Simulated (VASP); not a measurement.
A run of VASP 6.6.1 is set up as follows.

The input INCAR:

```
SYSTEM = N
ALGO = Normal
EDIFF = 1E-6
EDIFFG = -0.02
ENCUT = 520
GGA = PS
IBRION = 2
ISIF = 2
ISMEAR = 1
LASPH = .TRUE.
LCHARG = .FALSE.
LREAL = .FALSE.
LWAVE = .FALSE.
NELM = 100
NSW = 80
PREC = Accurate
SIGMA = 0.02
```

The input KPOINTS:

```
k-points
0
G
  1 1 1
  0 0 0
```

POSCAR

```
N
1.0
    9.0000000000      0.0000000000      0.0000000000
    0.0000000000      9.5000000000      0.0000000000
    0.0000000000      0.0000000000     10.0000000000
N
2
Direct
    0.5000000000      0.5000000000      0.4445000000
    0.5000000000      0.5000000000      0.5555000000
```

Potentials or basis: VASP PAW PBE potentials, release 64 (N).

Launch:

```sh
$ cat potpaw_PBE.64/N/POTCAR > POTCAR
$ mpirun -np 1 vasp_gam > vasp.out
```

(1) Predict the energy gained by relaxing.

(2) Estimate the gap between the frontier levels.

## Answers

(1) 0.1 meV/atom.

(2) 8.05 eV.

Caveat: the standard files for N, O and F lose accuracy on very short bonds.
